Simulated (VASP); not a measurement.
A run of VASP 6.6.1:

File INCAR:

```
ALGO = Normal
DIPOL = 0.5 0.5 0.499
EDIFF = 1E-6
ENCUT = 520
GGA = PS
IDIPOL = 3
ISIF = 2
ISMEAR = 0
LASPH = True
LCHARG = False
LDIPOL = True
LREAL = False
LWAVE = False
NBANDS = 34
NELM = 80
PREC = Accurate
SIGMA = 0.1
```

KPOINTS

```
k-points
0
Gamma
  10 10 1
```

File POSCAR:

```
AlRu
1.0
    2.9764078229      0.0000000000      0.0000000000
    0.0000000000      2.9764078229      0.0000000000
    0.0000000000      0.0000000000     24.4410195574
Ru Al
3 3
Direct
    0.5000000000      0.5000000000      0.3477759993
    0.5000000000      0.5000000000      0.4695551999
    0.5000000000      0.5000000000      0.5923046431
    0.0000000000      0.0000000000      0.4086655996
    0.0000000000      0.0000000000      0.5296261966
    0.0000000000      0.0000000000      0.6436770706
```

Potentials or basis: VASP PAW PBE potentials, release 64 (Ru_pv, Al).

Command:

```console
$ cat potpaw_PBE.64/Ru_pv/POTCAR potpaw_PBE.64/Al/POTCAR > POTCAR
$ mpirun -np 1 vasp_std > vasp.out
```

Hardware: 1 thread of Intel(R) Xeon(R) 6975P-C (Granite Rapids) (shared host).

**Question.** How long does it take, and how much memory?

**Answer.** It took 2.1 min on 1 thread of Intel(R) Xeon(R) 6975P-C (Granite Rapids) (shared host), peak memory 0.38 GiB. Counts: scf iterations 31, k points 21.
